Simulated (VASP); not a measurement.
A run of VASP 6.6.1:

Contents of INCAR:

```
SYSTEM = Te2Mo
  PREC = Accurate
  ENCUT = 520
  EDIFF = 1E-6
  ISMEAR = 0
  SIGMA = 0.02
  LREAL = .False.
  LASPH = .True.
  NELM = 100
  ALGO = Normal
  ISIF = 2
  LWAVE = .False.
  LCHARG = .False.
  GGA = PE
  NBANDS = 35
```

Contents of KPOINTS:

```
regular mesh
0
Gamma
  12 12 2
  0 0 0
```

POSCAR

```
Te2Mo
1.0
    3.6989298253      0.0000000000      0.0000000000
   -1.8494649126      3.0493591573      0.0000000000
    0.0000000000      0.0000000000     15.1782959440
Te Mo
4 2
Direct
    0.3333333333      0.6666666667      0.6320701836
    0.6666666667      0.3333333333      0.1320701836
    0.6666666667      0.3333333333      0.3679298164
    0.3333333333      0.6666666667      0.8679298164
    0.3333333333      0.6666666667      0.2500000000
    0.6666666667      0.3333333333      0.7500000000
```

Potentials or basis: VASP PAW PBE potentials, release 64 (Te, Mo_sv).

Run with:

```sh
$ cat potpaw_PBE.64/Te/POTCAR potpaw_PBE.64/Mo_sv/POTCAR > POTCAR
$ mpirun -np 1 vasp_std > vasp.out
```

Hardware: 1 thread of Intel(R) Xeon(R) 6975P-C (Granite Rapids), with other jobs on the host.

**Question.** How long does it take, and how much memory?

**Answer.** It took 4.4 min on 1 thread of Intel(R) Xeon(R) 6975P-C (Granite Rapids), with other jobs on the host, peak memory 0.58 GiB. Counts: scf iterations 16, k points 86.
